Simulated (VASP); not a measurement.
Input of a VASP 6.6.1 run:

The input POSCAR:

```
KI
1.0
    4.2909401140      0.0000000000      0.0000000000
    0.0000000000      4.2909401140      0.0000000000
    0.0000000000      0.0000000000      4.2909401140
K I
1 1
Direct
    0.0000000000      0.0000000000      0.0000000000
    0.5000000000      0.5000000000      0.5000000000
```

The input INCAR.step1:

```
ALGO     = Normal         # electronic algorithm
EDIFF    = 1E-5           # SCF threshold, eV
ENCUT    = 520            # plane-wave cutoff, eV
GGA      = PE             # functional
ISIF     = 2              # what is computed and relaxed
ISMEAR   = 0              # smearing method
LASPH    = T              # aspherical terms in the spheres
LREAL    = F              # projectors in reciprocal space
LWAVE    = T              # write WAVECAR
NBANDS   = 15             # bands
NELM     = 80             # most SCF steps
PREC     = Accurate       # precision mode
SIGMA    = 0.01           # smearing width, eV
```

INCAR.step2

```
AEXX     = 0.5            # exact-exchange fraction
ALGO     = Normal         # electronic algorithm
EDIFF    = 1E-7           # SCF threshold, eV
ENCUT    = 520            # plane-wave cutoff, eV
GGA      = PE             # functional
HFSCREEN = 0.5            # screening, 1/A
ISIF     = 2              # what is computed and relaxed
ISMEAR   = 0              # smearing method
ISTART   = 1            
LASPH    = T              # aspherical terms in the spheres
LCHARG   = T              # write CHGCAR
LELF     = T              # ELF
LHFCALC  = T              # exact exchange
LREAL    = F              # projectors in reciprocal space
LVHAR    = T            
LWAVE    = F              # write WAVECAR
NBANDS   = 15             # bands
NELM     = 80             # most SCF steps
PREC     = Accurate       # precision mode
PRECFOCK = Normal       
SIGMA    = 0.01           # smearing width, eV
```

The input KPOINTS:

```
k-points
0
Gamma
  4 4 4
```

Potentials or basis: VASP PAW PBE potentials, release 64 (K_sv, I).

The run is started by

```bash
$ cat potpaw_PBE.64/K_sv/POTCAR potpaw_PBE.64/I/POTCAR > POTCAR
$ cp INCAR.step1 INCAR
$ mpirun -np 1 vasp_std > vasp.out
$ cp INCAR.step2 INCAR
$ mpirun -np 1 vasp_std > vasp.out
```

Task: What does it give for the band gap on the k mesh?

Result: 4.27 eV, indirect (least direct gap 4.65 eV).

Task: Estimate the pressure.

Result: 0.2 GPa.

Caveat: the PAW data sets were made with another functional, which shifts forces and pressure a little; spin-orbit coupling is left out, which moves the levels of the heavy elements. A k mesh can miss the band edges.
